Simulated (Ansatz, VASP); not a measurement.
**One calculation of BPb, two programs**

```xyz
2
Lattice="0.0000 2.6661 2.6661 2.6661 0.0000 2.6661 2.6661 2.6661 0.0000" Properties=species:S:1:pos:R:3 pbc="T T T"
B     0.0000    0.0000    0.0000
Pb    2.6661    2.6661    2.6661
```

Alike in both runs: task relaxation of cell and atoms; functional PBE; k mesh 18 × 18 × 18; occupations gaussian, width 0.1 eV; no spin polarisation.

|  | VASP | Ansatz |
| --- | --- | --- |
| version | VASP 6.6.1 | Ansatz 0.2.0 |
| potentials or method | VASP PAW PBE potentials, release 64 (B, Pb_d), cutoff 600 eV | scalar-relativistic, plane waves, PAW |
| valence electrons in the cell | 17 | 17 |

|  | VASP | Ansatz | Ansatz less VASP |
| --- | --- | --- | --- |
| gap on the k mesh at the Fermi level, each at its own relaxed structure (eV) | none | none | - |
| relaxed volume (Å³/atom) | 18.14 | 18.14 | -0.001 |
| relaxed length of the cell vector where the two differ most in proportion (Å) | 3.716 | 3.716 | 0.0000 |

A gap of «none» marks a metal or a gap that the smearing closes.

Neither program's run includes spin-orbit coupling.
